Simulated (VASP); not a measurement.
# ScHO2 (R-3m) in VASP: G0W0 quasiparticle levels with r2SCAN

Aim: the G0W0 quasiparticle levels of ScHO2 with r2SCAN.

Everything below comes from runs of VASP 6.6.1. Logs are shortened: lines on timing, memory, paths and dates and some standing lists are left out, and cuts for length are marked.

### 1 The cell of the first run

Symmetry: R-3m, No. 166, trigonal system. The conventional cell has a = 3.203 Å, b = 3.203 Å, c = 13.420 Å, α = 90.00°, β = 90.00°, γ = 120.00°. Within 3.0 Å of Sc (site symmetry -3m) lie 6 O at 2.12 Å and 6 H at 2.90 Å. H (site symmetry -3m) has 2 O at 1.20 Å within 1.6 Å. O (site symmetry 3m) has 1 H at 1.20 Å within 1.6 Å.

### 2 G0W0 quasiparticle levels, r2SCAN

File POSCAR:

```
ScHO2
1.0
    1.6016150648      0.9246928888      4.4731943100
   -1.6016150648      0.9246928888      4.4731943100
    0.0000000000     -1.8493857776      4.4731943100
Sc H O
1 1 2
Direct
    0.0000000000      0.0000000000      0.0000000000
    0.5000000000      0.5000000000      0.5000000000
    0.5897940842      0.5897940842      0.5897940842
    0.4102059158      0.4102059158      0.4102059158
```

File INCAR.step1:

```
SYSTEM = ScHO2
PREC = Accurate
ENCUT = 500
EDIFF = 1E-8
ISMEAR = 0
SIGMA = 0.01
LREAL = .False.
LASPH = .True.
NELM = 60
ALGO = Normal
LWAVE = .True.
LCHARG = .False.
METAGGA = R2SCAN
LMIXTAU = .True.
```

File INCAR.step2:

```
SYSTEM = ScHO2
PREC = Accurate
ENCUT = 500
EDIFF = 1E-8
ISMEAR = 0
SIGMA = 0.01
LREAL = .False.
LASPH = .True.
NELM = 1
ALGO = Exact
LWAVE = .True.
LCHARG = .False.
METAGGA = R2SCAN
LMIXTAU = .True.
NBANDS = 161
LOPTICS = .True.
ISTART = 1
```

File INCAR.step3:

```
SYSTEM = ScHO2
PREC = Accurate
ENCUT = 500
EDIFF = 1E-8
ISMEAR = 0
SIGMA = 0.01
LREAL = .False.
LASPH = .True.
ALGO = EVGW0
LWAVE = .False.
LCHARG = .False.
METAGGA = R2SCAN
LMIXTAU = .True.
NELMGW = 1
NBANDS = 161
ENCUTGW = 140.0
NOMEGA = 48
PRECFOCK = Fast
ISTART = 1
NBANDSGW = 20
```

File KPOINTS:

```
Automatic mesh
0
Gamma
  6 6 6
  0 0 0
```

Potentials or basis: VASP PAW PBE potentials, release 64 (Sc_sv_GW, H_GW, O_GW).

Command:

```console
cat potpaw_PBE.64/Sc_sv_GW/POTCAR potpaw_PBE.64/H_GW/POTCAR potpaw_PBE.64/O_GW/POTCAR > POTCAR
cp INCAR.step1 INCAR
mpirun -np 1 vasp_std > vasp.out
cp INCAR.step2 INCAR
mpirun -np 1 vasp_std > vasp.out
cp INCAR.step3 INCAR
mpirun -np 1 vasp_std > vasp.out
```

OUTCAR:

```text
SYSTEM = ScHO2
   PREC = Accurate
   ENCUT = 500
   EDIFF = 1E-8
   ISMEAR = 0
   LREAL = .False.
   LASPH = .True.
   METAGGA = R2SCAN
   NELMGW = 1
   ENCUTGW = 140.0
   PRECFOCK = Fast
   ISTART = 1

 ion  position               nearest neighbor table
   1  0.000  0.000  0.000-   3 2.12   4 2.12   3 2.12   3 2.12   4 2.12   4 2.12
   2  0.500  0.500  0.500-   3 1.20   4 1.20
   3  0.590  0.590  0.590-   2 1.20   1 2.12   1 2.12   1 2.12
   4  0.410  0.410  0.410-   2 1.20   1 2.12   1 2.12   1 2.12

  LATTYP: Found a trigonal (rhomboedric) cell.
 ALAT       =     4.8404230279
 COS(alpha) =     0.7810325055

  Lattice vectors:

 A1 = (   1.6016150648,   0.9246928888,   4.4731943100)
 A2 = (  -1.6016150648,   0.9246928888,   4.4731943100)
 A3 = (   0.0000000000,  -1.8493857776,   4.4731943100)

Analysis of symmetry for initial positions (statically):
=====================================================================
 Subroutine PRICEL returns:
 Original cell was already a primitive cell.

 Routine SETGRP: Setting up the symmetry group for a
 trigonal (rhombohedral) supercell.

 Subroutine GETGRP returns: Found 12 space group operations
 (whereof 12 operations were pure point group operations)
 out of a pool of 12 trial point group operations.

The static configuration has the point symmetry D_3d.

Analysis of symmetry for dynamics (positions and initial velocities):
=====================================================================
 Subroutine PRICEL returns:
 Original cell was already a primitive cell.

 Routine SETGRP: Setting up the symmetry group for a
 trigonal (rhombohedral) supercell.

 Subroutine GETGRP returns: Found 12 space group operations
 (whereof 12 operations were pure point group operations)
 out of a pool of 12 trial point group operations.

The dynamic configuration has the point symmetry D_3d.

 Subroutine INISYM returns: Found 12 space group operations
 (whereof 12 operations are pure point group operations),
 and found     1 'primitive' translations

----------------------------------------------------------------------------------------

                                     Primitive cell

  volume of cell :      39.7489

  direct lattice vectors                    reciprocal lattice vectors
     1.601615065  0.924692889  4.473194310     0.312184876  0.180240022  0.074517964
    -1.601615065  0.924692889  4.473194310    -0.312184876  0.180240022  0.074517964
     0.000000000 -1.849385778  4.473194310     0.000000000 -0.360480044  0.074517964

  length of vectors
     4.840423028  4.840423028  4.840423028     0.368101602  0.368101602  0.368101602

  position of ions in fractional coordinates (direct lattice)
     0.000000000  0.000000000  0.000000000
     0.500000000  0.500000000  0.500000000
     0.589794084  0.589794084  0.589794084
     0.410205916  0.410205916  0.410205916

  ion indices of the primitive-cell ions
   primitive index   ion index
                 1           1
                 2           2
                 3           3
                 4           4

----------------------------------------------------------------------------------------

 KPOINTS: Automatic mesh

Automatic generation of k-mesh.
 Grid dimensions read from file:
 generate k-points for:    6    6    6

 Generating k-lattice:

  Cartesian coordinates                     Fractional coordinates (reciprocal lattice)
     0.052030813  0.030040004  0.012419661     0.166666667  0.000000000  0.000000000
    -0.052030813  0.030040004  0.012419661     0.000000000  0.166666667  0.000000000
     0.000000000 -0.060080007  0.012419661     0.000000000  0.000000000  0.166666667

  Length of vectors
     0.061350267  0.061350267  0.061350267

  Shift w.r.t. Gamma in fractional coordinates (k-lattice)
     0.000000000  0.000000000  0.000000000

 Subroutine IBZKPT returns following result:
 ===========================================

 Found     32 irreducible k-points:

 Following reciprocal coordinates:
            Coordinates               Weight
  0.000000  0.000000  0.000000      1.000000
  0.166667  0.000000  0.000000      6.000000
  0.333333 -0.000000  0.000000      6.000000
  0.500000 -0.000000  0.000000      3.000000
  0.166667  0.166667  0.000000      6.000000
  0.333333  0.166667  0.000000     12.000000
[... 16 lines left out ...]
  0.500000  0.500000  0.166667      6.000000
 -0.333333  0.500000  0.166667     12.000000
 [... further k-points ...]
   k-points           NKPTS =     32   k-points in BZ     NKDIM =    216   number of bands    NBANDS=    161
   number of dos      NEDOS =    301   number of ions     NIONS =      4
   total plane-waves  NPLWV =  46656
   dimension x,y,z NGX =    36 NGY =   36 NGZ =   36
   dimension x,y,z NGXF=    72 NGYF=   72 NGZF=   72
   ions per type =               1   1   2
   NGX,Y,Z   is equivalent  to a cutoff of  12.36, 12.36, 12.36 a.u.
   NGXF,Y,Z  is equivalent  to a cutoff of  24.73, 24.73, 24.73 a.u.
 SYSTEM =  ScHO2
   PREC   = accura    normal or accurate (medium, high low for compatibility)
   ISTART =      1    job   : 0-new  1-cont  2-samecut
   ICHARG =      0    charge: 1-file 2-atom 10-const
   ISPIN  =      1    spin polarized calculation?
   LNONCOLLINEAR =      F non collinear calculations
   LSORBIT =      F    spin-orbit coupling
   LASPH  =      T    aspherical Exc in radial PAW
   ENCUT  =  500.0 eV  36.75 Ry    6.06 a.u.   8.83  8.83  8.83*2*pi/ulx,y,z
   NELM   =     60;   NELMIN=  2; NELMDL=  0     # of ELM steps
   EDIFF  = 0.1E-07   stopping-criterion for ELM
   LREAL  =      F    real-space projection
   EDIFFG = 0.1E-06   stopping-criterion for IOM
   NSW    =      0    number of steps for IOM
   IBRION =     -1    ionic relax: 0-MD 1-quasi-New 2-CG
   NFREE  =      0    steps in history (QN), initial steepest desc. (CG)
   ISIF   =      0    stress and relaxation
   ISYM   =      3    0-nonsym 1-usesym 2-fastsym
   POTIM  = 0.5000    time-step for ionic-motion
   TEBEG  =    0.0;   TEEND  =   0.0 temperature during run
   PSTRESS=    0.0 pullay stress
   NELECT =      24.0000    total number of electrons
   NUPDOWN=      -1.0000    fix difference up-down
   EMIN   =  10.00;   EMAX   =-10.00  energy-range for DOS
   EFERMI =   0.00;   METHOD = LEGACY
   ISMEAR =     0;   SIGMA  =   0.01  broadening in eV -4-tet -1-fermi 0-gaus
   EFERMI_NEDOS =   21; number of points for ismear=-14 and -15
   IALGO  =     38    algorithm
   IMIX   =      4    mixing-type and parameters
     AMIX     =   0.40;   BMIX     =  1.00
     AMIX_MAG =   1.60;   BMIX_MAG =  1.00
  volume/ion in A,a.u.               =       9.94        67.06
  Fermi-wavevector in a.u.,A,eV,Ry     =   1.383684  2.614784 26.049474  1.914582
  Thomas-Fermi vector in A             =   2.508259
   LORBIT       =      0    0 simple, 1 ext, 2 COOP (PROOUT), +10 PAW based schemes
   METAGGA = R2SCAN    functional components
   LHFCALC =     T    Hartree Fock is set to
   PRECFOCK=fast      Normal, Fast or Accurate (Low or Medium for compatibility)
   ENCUT4O =  -1.0   cutoff for four orbital integrals eV
   NKREDX  =     1    reduce k-point grid by
   NKREDY  =     1    reduce k-point grid by
   NKREDZ  =     1    reduce k-point grid by
   AEXX    =    1.0000 exact exchange contribution
   HFSCREEN=    0.0000 screening length (either q_TF or 0.3 A-1)
   HFSCREENC=   0.0000 screening length for correlation (either q_TF or 0.3 A-1)
   ENCUTFOCK=  -1.0 apply spherical cutoff to Coloumb kernel
   IVDW    =     0    specifies the selected vdW correction
   LEPSILON=     F    determine dielectric tensor
   LRPA    =     F    only Hartree local field effects (RPA)
   LRPAFORCE           =     F    calculate RPA forces
   ENCUTGW             = 140.0    cutoff for response function in eV
   ENCUTGWSOFT         = 112.0    soft cutoff for Coulomb kernel in GW response function in eV
   ENCUTLF             =  -1.0    cutoff for local field effects
   NELMGW              =     1    number of iterations in solving QP/BSE equation
   NELMHF              =     1    number of iterations in the inner HF iteration
   NKREDLFX            =     1    NKREDLFY  =   1   NKREDLFZ  =   1
 non-spin polarized calculation
 Gauss-broadening in eV      SIGMA  =   0.01
  energy-cutoff  :      500.00
  volume of cell :       39.75
 maximum number of plane-waves:      1026
  NGX = 20; NGY = 20; NGZ = 20
   NGX = 17   NGY = 17   NGZ = 17
 maximum number of plane-waves:       156

 QP shifts <psi_nk| G(iteration)W_0 |psi_nk>: iteration 1
 for sc-GW calculations column KS-energies equals QP-energies in previous step
 and V_xc(KS)=  KS-energies - (<T + V_ion + V_H > + <T+V_H+V_ion>^1  + <V_x>^1)

 k-point   1 :       0.0000    0.0000    0.0000
  band No.  KS-energies  QP-energies   sigma(KS)   V_xc(KS)     V^pw_x(r,r')   Z            occupation Imag(sigma)

      1     -46.4883     -46.9214     -25.4140     -24.7202     -38.1649       0.6242       2.0000       1.4224
      2     -24.3017     -25.4564     -24.3774     -22.7434     -31.1771       0.7067       2.0000       0.6961
      3     -23.9139     -25.1489     -24.8086     -23.1133     -31.3943       0.7285       2.0000       0.6119
      4     -23.9139     -25.1489     -24.8086     -23.1133     -31.3943       0.7285       2.0000       0.6119
      5     -16.1571     -17.1300     -21.8770     -20.4840     -30.7776       0.6984       2.0000       1.3271
      6     -13.7985     -14.8149     -23.5657     -22.1720     -31.8794       0.7293       2.0000       1.1488
[... 12 lines left out ...]
     19      14.4776      14.9327      -9.0164      -9.5636      -4.6124       0.8317       0.0000      -0.2944
     20      19.0416      20.1181     -12.6804     -14.0442      -7.4333       0.7894       0.0000      -0.4625

 k-point   2 :       0.1667    0.0000    0.0000
  band No.  KS-energies  QP-energies   sigma(KS)   V_xc(KS)     V^pw_x(r,r')   Z            occupation Imag(sigma)

      1     -46.4725     -46.9034     -25.4227     -24.7344     -38.1738       0.6261       2.0000       1.4208
      2     -24.2594     -25.4350     -24.4320     -22.7812     -31.1833       0.7121       2.0000       0.6742
      3     -24.0875     -25.2911     -24.6087     -22.9323     -31.3361       0.7180       2.0000       0.6778
      4     -23.9411     -25.1770     -24.7857     -23.0864     -31.3834       0.7273       2.0000       0.6195
      5     -15.9048     -16.8926     -22.1284     -20.7245     -30.8832       0.7036       2.0000       1.2850
      6     -13.9562     -14.9626     -23.4305     -22.0444     -31.8197       0.7260       2.0000       1.1684
[... 12 lines left out ...]
     19      15.6966      16.3508     -10.0735     -10.8742      -5.2697       0.8170       0.0000      -0.4057
     20      18.9078      19.6837     -10.6516     -11.6052      -5.5050       0.8136       0.0000      -0.5456

 k-point   3 :       0.3333   -0.0000    0.0000
  band No.  KS-energies  QP-energies   sigma(KS)   V_xc(KS)     V^pw_x(r,r')   Z            occupation Imag(sigma)

      1     -46.4407     -46.8710     -25.4399     -24.7633     -38.1919       0.6360       2.0000       1.4177
      2     -24.4233     -25.5828     -24.2432     -22.6142     -31.2402       0.7118       2.0000       0.8046
      3     -24.1592     -25.3792     -24.5697     -22.8701     -31.1913       0.7178       2.0000       0.6208
      4     -23.9948     -25.2365     -24.7405     -23.0335     -31.3619       0.7274       2.0000       0.6347
      5     -15.4016     -16.4108     -22.5935     -21.1865     -31.1038       0.7173       2.0000       1.2166
      6     -14.2806     -15.2533     -23.1529     -21.7874     -31.7046       0.7124       2.0000       1.2129
[... 12 lines left out ...]
     19      16.0973      16.7969      -9.2919     -10.1544      -4.4314       0.8112       0.0000      -0.4729
     20      17.6278      18.2172      -9.5470     -10.2632      -4.7363       0.8230       0.0000      -0.4508
[... 457 lines left out ...]
 k-point  23 :       0.5000    0.5000    0.1667
  band No.  KS-energies  QP-energies   sigma(KS)   V_xc(KS)     V^pw_x(r,r')   Z            occupation Imag(sigma)

      1     -46.4407     -46.8707     -25.4404     -24.7636     -38.1921       0.6354       2.0000       1.4180
      2     -24.4117     -25.5804     -24.2604     -22.6330     -31.2423       0.7181       2.0000       0.8136
      3     -24.1672     -25.3780     -24.5529     -22.8541     -31.1840       0.7127       2.0000       0.6240
      4     -23.9954     -25.2315     -24.7401     -23.0327     -31.3601       0.7240       2.0000       0.6353
      5     -15.6052     -16.5781     -22.3829     -21.0050     -31.1076       0.7060       2.0000       1.2609
      6     -14.0709     -15.0780     -23.3870     -21.9943     -31.7194       0.7231       2.0000       1.1568
[... 12 lines left out ...]
     19      15.5870      16.3101     -11.0091     -11.8950      -6.3319       0.8162       0.0000      -0.3460
     20      16.6635      17.3409      -9.4617     -10.2873      -4.8919       0.8206       0.0000      -0.3764

 k-point  24 :      -0.3333    0.5000    0.1667
  band No.  KS-energies  QP-energies   sigma(KS)   V_xc(KS)     V^pw_x(r,r')   Z            occupation Imag(sigma)

      1     -46.4246     -46.8590     -25.4485     -24.7779     -38.2010       0.6477       2.0000       1.4169
      2     -24.4733     -25.6414     -24.2062     -22.5760     -31.2228       0.7166       2.0000       0.8356
      3     -24.1403     -25.3497     -24.5803     -22.8890     -31.2561       0.7151       2.0000       0.6497
      4     -24.0996     -25.3365     -24.6417     -22.9230     -31.2563       0.7197       2.0000       0.6319
      5     -15.5456     -16.5200     -22.4635     -21.0913     -31.1653       0.7101       2.0000       1.2528
      6     -13.9862     -14.9891     -23.4755     -22.0930     -31.7951       0.7254       2.0000       1.1531
[... 12 lines left out ...]
     19      15.8011      16.5673      -9.9159     -10.8638      -5.2103       0.8083       0.0000      -0.4144
     20      17.0462      17.8200     -11.1920     -12.1436      -6.2520       0.8131       0.0000      -0.4308

 [... further k-points ...]
```

It took 4 h on 1 thread of Intel Xeon 8259CL, shared host; peak memory 1.2 GiB.

What came out:

- Quasiparticle gap: 6.63 eV
- Least direct quasiparticle gap: 7.07 eV
- Band gap of the starting levels on the mesh: 4.60 eV
- Least direct gap of the starting levels on the mesh: 4.98 eV

Caveat: the k points lie up to 0.39 Å⁻¹ apart; bands, screening cutoff and mesh are small and nothing is extrapolated, so the quasiparticle values aren't converged.
